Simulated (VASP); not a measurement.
# BN (Fm-3m) in VASP: notebook

BN is run at these levels: PBE, r2SCAN; tasks: single point.

Everything below comes from runs of VASP 6.6.1. Logs are shortened: lines on timing, memory, paths and dates and some standing lists are left out, and cuts for length are marked.

**1. The cell of the first run**

The structure is cubic, space group Fm-3m (No. 225). Conventional cell: a = 3.352 Å, b = 3.352 Å, c = 3.352 Å, α = 90.00°, β = 90.00°, γ = 90.00°. B (site symmetry m-3m) has 6 N at 1.68 Å within 2.2 Å. Within 2.2 Å of N (site symmetry m-3m) lie 6 B at 1.68 Å.

**2. Single point, PBE (strain -4.0%)**

INCAR reads:

```
ALGO = Normal ; EDIFF = 1E-6
ENCUT = 520 ; GGA = PE
ISIF = 2 ; ISMEAR = -1
LASPH = T ; LCHARG = F
LREAL = F ; LWAVE = F
NBANDS = 11 ; NELM = 100
PREC = Accurate ; SIGMA = 0.02
```

KPOINTS reads:

```
k-points
0
Gamma
  12 12 12
```

POSCAR reads:

```
BN
1.0
    0.0000000000      1.6759929025      1.6759929025
    1.6759929025      0.0000000000      1.6759929025
    1.6759929025      1.6759929025      0.0000000000
B N
1 1
Direct
    0.0000000000      0.0000000000      0.0000000000
    0.5000000000      0.5000000000      0.5000000000
```

Potentials or basis: VASP PAW PBE potentials, release 64 (B, N).

Launch:

```bash
> cat potpaw_PBE.64/B/POTCAR potpaw_PBE.64/N/POTCAR > POTCAR
> mpirun -np 1 vasp_std > vasp.out
```

OUTCAR:

```text
EDIFF = 1E-6
   ENCUT = 520
   GGA = PE
   ISIF = 2
   ISMEAR = -1
   LASPH = T
   LREAL = F
   NELM = 100
   PREC = Accurate

 ion  position               nearest neighbor table
   1  0.000  0.000  0.000-   2 1.68   2 1.68   2 1.68   2 1.68   2 1.68   2 1.68
   2  0.500  0.500  0.500-   1 1.68   1 1.68   1 1.68   1 1.68   1 1.68   1 1.68

  LATTYP: Found a face centered cubic cell.
 ALAT       =     3.3519858050

  Lattice vectors:

 A1 = (   0.0000000000,   1.6759929025,   1.6759929025)
 A2 = (   1.6759929025,   0.0000000000,   1.6759929025)
 A3 = (   1.6759929025,   1.6759929025,   0.0000000000)

Analysis of symmetry for initial positions (statically):
=====================================================================
 Subroutine PRICEL returns:
 Original cell was already a primitive cell.

 Routine SETGRP: Setting up the symmetry group for a
 face centered cubic supercell.

 Subroutine GETGRP returns: Found 48 space group operations
 (whereof 48 operations were pure point group operations)
 out of a pool of 48 trial point group operations.

The static configuration has the point symmetry O_h .

Analysis of symmetry for dynamics (positions and initial velocities):
=====================================================================
 Subroutine PRICEL returns:
 Original cell was already a primitive cell.

 Routine SETGRP: Setting up the symmetry group for a
 face centered cubic supercell.

 Subroutine GETGRP returns: Found 48 space group operations
 (whereof 48 operations were pure point group operations)
 out of a pool of 48 trial point group operations.

The dynamic configuration has the point symmetry O_h .

 Subroutine INISYM returns: Found 48 space group operations
 (whereof 48 operations are pure point group operations),
 and found     1 'primitive' translations

----------------------------------------------------------------------------------------

                                     Primitive cell

  volume of cell :       9.4156

  direct lattice vectors                    reciprocal lattice vectors
     0.000000000  1.675992902  1.675992902    -0.298330619  0.298330619  0.298330619
     1.675992902  0.000000000  1.675992902     0.298330619 -0.298330619  0.298330619
     1.675992902  1.675992902  0.000000000     0.298330619  0.298330619 -0.298330619

  length of vectors
     2.370211893  2.370211893  2.370211893     0.516723790  0.516723790  0.516723790

  position of ions in fractional coordinates (direct lattice)
     0.000000000  0.000000000  0.000000000
     0.500000000  0.500000000  0.500000000

  ion indices of the primitive-cell ions
   primitive index   ion index
                 1           1
                 2           2

----------------------------------------------------------------------------------------

 KPOINTS: k-points

Automatic generation of k-mesh.
 Grid dimensions read from file:
 generate k-points for:   12   12   12

 Generating k-lattice:

  Cartesian coordinates                     Fractional coordinates (reciprocal lattice)
    -0.024860885  0.024860885  0.024860885     0.083333333  0.000000000  0.000000000
     0.024860885 -0.024860885  0.024860885     0.000000000  0.083333333  0.000000000
     0.024860885  0.024860885 -0.024860885     0.000000000  0.000000000  0.083333333

  Length of vectors
     0.043060316  0.043060316  0.043060316

  Shift w.r.t. Gamma in fractional coordinates (k-lattice)
     0.000000000  0.000000000  0.000000000

 Subroutine IBZKPT returns following result:
 ===========================================

 Found     72 irreducible k-points:

 Following reciprocal coordinates:
            Coordinates               Weight
  0.000000  0.000000  0.000000      1.000000
  0.083333  0.000000  0.000000      8.000000
  0.166667  0.000000  0.000000      8.000000
  0.250000  0.000000  0.000000      8.000000
  0.333333  0.000000  0.000000      8.000000
  0.416667  0.000000  0.000000      8.000000
[... 16 lines left out ...]
  0.500000  0.166667  0.000000     24.000000
 -0.416667  0.166667  0.000000     24.000000
 [... further k-points ...]
   k-points           NKPTS =     72   k-points in BZ     NKDIM =     72   number of bands    NBANDS=     11
   number of dos      NEDOS =    301   number of ions     NIONS =      2
   total plane-waves  NPLWV =   5832
   dimension x,y,z NGX =    18 NGY =   18 NGZ =   18
   dimension x,y,z NGXF=    36 NGYF=   36 NGZF=   36
   ions per type =               1   1
   NGX,Y,Z   is equivalent  to a cutoff of  12.63, 12.63, 12.63 a.u.
   NGXF,Y,Z  is equivalent  to a cutoff of  25.25, 25.25, 25.25 a.u.
 SYSTEM =  unknown system
   PREC   = accura    normal or accurate (medium, high low for compatibility)
   ISTART =      0    job   : 0-new  1-cont  2-samecut
   ICHARG =      2    charge: 1-file 2-atom 10-const
   ISPIN  =      1    spin polarized calculation?
   LNONCOLLINEAR =      F non collinear calculations
   LSORBIT =      F    spin-orbit coupling
   LASPH  =      T    aspherical Exc in radial PAW
   ENCUT  =  520.0 eV  38.22 Ry    6.18 a.u.   4.41  4.41  4.41*2*pi/ulx,y,z
   NELM   =    100;   NELMIN=  2; NELMDL= -5     # of ELM steps
   EDIFF  = 0.1E-05   stopping-criterion for ELM
   LREAL  =      F    real-space projection
   EDIFFG = 0.1E-04   stopping-criterion for IOM
   NSW    =      0    number of steps for IOM
   IBRION =     -1    ionic relax: 0-MD 1-quasi-New 2-CG
   NFREE  =      0    steps in history (QN), initial steepest desc. (CG)
   ISIF   =      2    stress and relaxation
   ISYM   =      2    0-nonsym 1-usesym 2-fastsym
   POTIM  = 0.5000    time-step for ionic-motion
   TEBEG  =    0.0;   TEEND  =   0.0 temperature during run
   PSTRESS=    0.0 pullay stress
   NELECT =       8.0000    total number of electrons
   NUPDOWN=      -1.0000    fix difference up-down
   EMIN   =  10.00;   EMAX   =-10.00  energy-range for DOS
   EFERMI =   0.00;   METHOD = LEGACY
   ISMEAR =    -1;   SIGMA  =   0.02  broadening in eV -4-tet -1-fermi 0-gaus
   EFERMI_NEDOS =   21; number of points for ismear=-14 and -15
   IALGO  =     38    algorithm
   IMIX   =      4    mixing-type and parameters
     AMIX     =   0.40;   BMIX     =  1.00
     AMIX_MAG =   1.60;   BMIX_MAG =  1.00
  volume/ion in A,a.u.               =       4.71        31.77
  Fermi-wavevector in a.u.,A,eV,Ry     =   1.550563  2.930139 32.711733  2.404245
  Thomas-Fermi vector in A             =   2.655208
   LORBIT       =      0    0 simple, 1 ext, 2 COOP (PROOUT), +10 PAW based schemes
   GGA     = PE    functional components
   LHFCALC =     F    Hartree Fock is set to
   AEXX    =    0.0000 exact exchange contribution
   IVDW    =     0    specifies the selected vdW correction
   LEPSILON=     F    determine dielectric tensor
   LRPA    =     F    only Hartree local field effects (RPA)
 non-spin polarized calculation
  energy-cutoff  :      520.00
  volume of cell :        9.42
 maximum number of plane-waves:       268
 NGX is ok and might be reduce to    18
   NGX =  9   NGY =  9   NGZ =  9

 number of electron       8.0000003 magnetization

 Free energy of the ion-electron system (eV)
  ---------------------------------------------------
  ext. energy  EPLUGINS =         0.00000000
  ---------------------------------------------------
  free energy    TOTEN  =       -13.69894258 eV

  energy without entropy =      -13.69894258  energy(sigma->0) =      -13.69894258

 E-fermi :  12.7909     XC(G=0): -14.3824

 val. band max:       12.2980048289   @ k =  -0.1667   0.1667   0.0000
 cond. band min:      14.4624824373   @ k =   0.5000   0.5000   0.0000
 fundamental gap:      2.1644776083
 Fermi energy:        12.7909092508

 k-point     1 :       0.0000    0.0000    0.0000
  band No.  band energies     occupation
      1     -12.0331      2.00000
      2      11.2862      2.00000
      3      11.2862      2.00000
      4      11.2862      2.00000
      5      24.2228      0.00000
      6      25.6334      0.00000
      7      25.6334      0.00000
      8      25.6334      0.00000
      9      31.5314      0.00000
     10      31.5314      0.00000
     11      31.5314      0.00000

 k-point     2 :       0.0833    0.0000    0.0000
  band No.  band energies     occupation
      1     -11.8207      2.00000
      2      10.3975      2.00000
      3      11.2621      2.00000
      4      11.2621      2.00000
      5      24.2038      0.00000
      6      24.8366      0.00000
      7      24.8366      0.00000
      8      25.6614      0.00000
      9      30.9018      0.00000
     10      32.0864      0.00000
     11      32.0864      0.00000

 k-point     3 :       0.1667    0.0000    0.0000
  band No.  band energies     occupation
      1     -11.1876      2.00000
      2       8.1476      2.00000
      3      11.2182      2.00000
      4      11.2182      2.00000
      5      23.0457      0.00000
      6      23.0457      0.00000
      7      23.4388      0.00000
      8      26.3389      0.00000
      9      30.7162      0.00000
     10      33.6453      0.00000
     11      33.6453      0.00000

 k-point     4 :       0.2500    0.0000    0.0000
  band No.  band energies     occupation
      1     -10.1504      2.00000
      2       5.2651      2.00000
      3      11.2152      2.00000
      4      11.2152      2.00000
      5      21.0745      0.00000
      6      21.0745      0.00000
      7      22.3567      0.00000
      8      27.2063      0.00000
      9      31.6305      0.00000
     10      36.0749      0.00000
     11      36.0749      0.00000

 k-point     5 :       0.3333    0.0000    0.0000
  band No.  band energies     occupation
      1      -8.7573      2.00000
      2       2.3004      2.00000
      3      11.2905      2.00000
      4      11.2905      2.00000
      5      19.3691      0.00000
      6      19.3691      0.00000
      7      21.4776      0.00000
      8      27.8068      0.00000
      9      33.3647      0.00000
     10      39.2552      0.00000
     11      39.2552      0.00000
[... 211 lines left out ...]
 k-point    21 :       0.3333    0.1667    0.0000
  band No.  band energies     occupation
      1      -8.9653      2.00000
      2       4.6955      2.00000
      3       8.6904      2.00000
      4       9.8125      2.00000
      5      17.2031      0.00000
      6      24.0012      0.00000
      7      24.1960      0.00000
      8      27.4729      0.00000
      9      28.2474      0.00000
     10      40.7143      0.00000
     11      42.1968      0.00000

 k-point    22 :       0.4167    0.1667    0.0000
  band No.  band energies     occupation
      1      -7.4798      2.00000
      2       1.9105      2.00000
      3       8.7772      2.00000
      4       8.9553      2.00000
      5      17.0016      0.00000
      6      22.6370      0.00000
      7      23.5787      0.00000
      8      28.6012      0.00000
      9      29.9456      0.00000
     10      42.3784      0.00000
     11      45.6863      0.00000

 k-point    23 :       0.5000    0.1667    0.0000
  band No.  band energies     occupation
      1      -5.9585      2.00000
      2      -0.3613      2.00000
      3       8.0209      2.00000
      4       9.2248      2.00000
      5      17.2711      0.00000
      6      21.1608      0.00000
      7      23.4961      0.00000
      8      28.9367      0.00000
      9      32.7939      0.00000
     10      40.7663      0.00000
     11      46.9553      0.00000

 k-point    24 :      -0.4167    0.1667    0.0000
  band No.  band energies     occupation
      1      -5.6309      2.00000
      2      -0.7806      2.00000
      3       7.2665      2.00000
      4       9.9981      2.00000
      5      17.8830      0.00000
      6      19.9327      0.00000
      7      23.7394      0.00000
      8      28.8628      0.00000
      9      35.4480      0.00000
     10      38.6359      0.00000
     11      43.1041      0.00000

 [... further k-points ...]
[... 5 lines left out ...]
  --------------------------------------------------------------------------------------
  -------------------------------------------------------------------------------------
  Total        3.8375523      3.8375523      3.8375523      0.0000000     -0.0000000      0.0000000
  in kB      653.0078019    653.0078019    653.0078019      0.0000000     -0.0000000      0.0000000
  external PRESSURE =     653.0078019 kB  Pullay stress =       0.0000000 kB

 VOLUME and BASIS-vectors are now :
 -----------------------------------------------------------------------------
  energy-cutoff  :      520.00
  volume of cell :        9.42
      direct lattice vectors                 reciprocal lattice vectors
     0.000000000  1.675992902  1.675992902    -0.298330619  0.298330619  0.298330619
     1.675992902  0.000000000  1.675992902     0.298330619 -0.298330619  0.298330619
     1.675992902  1.675992902  0.000000000     0.298330619  0.298330619 -0.298330619

 POSITION                                       TOTAL-FORCE (eV/Angst)
 -----------------------------------------------------------------------------------
      0.00000      0.00000      0.00000         0.000000     -0.000000      0.000000
      1.67599      1.67599      1.67599        -0.000000      0.000000     -0.000000
 -----------------------------------------------------------------------------------
    total drift:                               -0.000000     -0.000000     -0.000000

  FREE ENERGIE OF THE ION-ELECTRON SYSTEM (eV)
  ---------------------------------------------------
  free  energy   TOTEN  =       -13.6989425759 eV

  energy  without entropy=      -13.6989425759  energy(sigma->0) =      -13.69894258
```

Wall time 8.6 s (1 thread of Intel Xeon Platinum 8259CL at 2.50GHz (Skylake/Cascade Lake), shared host); peak memory 0.11 GiB.

What came out:

```
Free energy            : -13.6989 eV
Pressure               : 65.3 GPa
Band gap on the k mesh : 2.16 eV, indirect (least direct gap 6.30 eV)
```

Levels at points of the mesh, in eV from the valence-band top:
```
           k point  band 1  band 2  band 3  band 4  band 5  band 6  band 7  band 8
(0.00, 0.00, 0.00)  -24.33   -1.01   -1.01   -1.01   11.92   13.34   13.34   13.34
(0.50, 0.00, 0.00)  -18.53  -13.90   -0.82   -0.82    5.47    5.47    8.45   15.94
(0.50, 0.50, 0.00)  -15.08  -13.45   -6.42   -6.42    2.16    8.58   16.36   16.36
```

Caveat: the cell differs from its parent crystal (strain -4.0%). A k mesh can miss the band edges.

**3. Single point, PBE**

This run uses another cell than the first one, of 5.32 Å³/atom, 1.130 times its volume.

INCAR reads:

```
SYSTEM = BN
  PREC = Accurate
  ENCUT = 520
  EDIFF = 1E-6
  ISMEAR = -1
  SIGMA = 0.02
  LREAL = .False.
  LASPH = .True.
  NELM = 100
  ALGO = Normal
  ISIF = 2
  LWAVE = .False.
  LCHARG = .False.
  GGA = PE
  NBANDS = 11
```

KPOINTS reads:

```
Automatic mesh
0
Gamma
  12 12 12
  0 0 0
```

POSCAR reads:

```
BN
1.0
    0.0000000000      1.7458259401      1.7458259401
    1.7458259401      0.0000000000      1.7458259401
    1.7458259401      1.7458259401      0.0000000000
B N
1 1
Direct
    0.0000000000      0.0000000000      0.0000000000
    0.5000000000      0.5000000000      0.5000000000
```

Potentials or basis: VASP PAW PBE potentials, release 64 (B, N).

Launch:

```bash
> cat potpaw_PBE.64/B/POTCAR potpaw_PBE.64/N/POTCAR > POTCAR
> mpirun -np 1 vasp_std > vasp.out
```

It took 8 s on 1 thread of Intel Xeon Platinum 8259CL at 2.50GHz (Skylake/Cascade Lake), shared host; peak memory 0.12 GiB.

Results (log left out):

| Quantity | Value |
| --- | --- |
| Free energy | -13.9445 eV |
| Pressure | 3.9 GPa |
| Band gap on the k mesh | 1.20 eV, indirect (least direct gap 5.85 eV) |

Levels at points of the mesh, in eV from the valence-band top:
```
           k point  band 1  band 2  band 3  band 4  band 5  band 6  band 7  band 8  band 9
(0.00, 0.00, 0.00)  -22.56   -0.93   -0.93   -0.93    9.17   12.04   12.04   12.04   18.54
(0.50, 0.00, 0.00)  -17.36  -12.64   -0.69   -0.69    5.16    5.16    7.21   13.68   22.66
(0.50, 0.50, 0.00)  -14.54  -11.95   -5.69   -5.69    1.20    8.78   14.60   14.60   16.23
```

A k mesh can miss the band edges. Expect the measured gap to be larger: semilocal functionals such as PBE lack the derivative discontinuity.

(Continued in part 2 of 2.)
